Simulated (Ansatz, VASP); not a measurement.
## One calculation of Cr, two programs

```
CELL_PARAMETERS angstrom
0.00000 2.52271 2.52271
2.52271 0.00000 2.52271
2.52271 2.52271 0.00000
ATOMIC_POSITIONS crystal
Cr 0.12500 0.12500 0.12500
Cr 0.87500 0.87500 0.87500
```

Alike in both runs: functional r2SCAN; k mesh 11 × 11 × 11; occupations fermi-dirac, width 0.1 eV; no spin polarisation.

Ansatz relaxed the structure, and its values are those at the end. VASP's run is a single point on that final structure, the one shown.

|  | VASP | Ansatz |
| --- | --- | --- |
| version | VASP 6.6.1 | Ansatz 0.2.0 |
| potentials or method | VASP PAW PBE potentials, release 64 (Cr_pv), cutoff 550 eV | plane waves (500 eV) with PAW, scalar-relativistic |
| valence electrons in the cell | 24 | 28 |

|  | VASP | Ansatz | Ansatz less VASP |
| --- | --- | --- | --- |
| pressure (GPa) | 1.2 | 0.0 | -1.25 |

VASP's potentials were made for PBE, not for r2SCAN. With one functional, cell and mesh, what is left measures potentials, basis and numerics. VASP's potentials hold 24 valence electrons a cell and Ansatz's 28, so a difference there can come from the potentials and not from the codes.
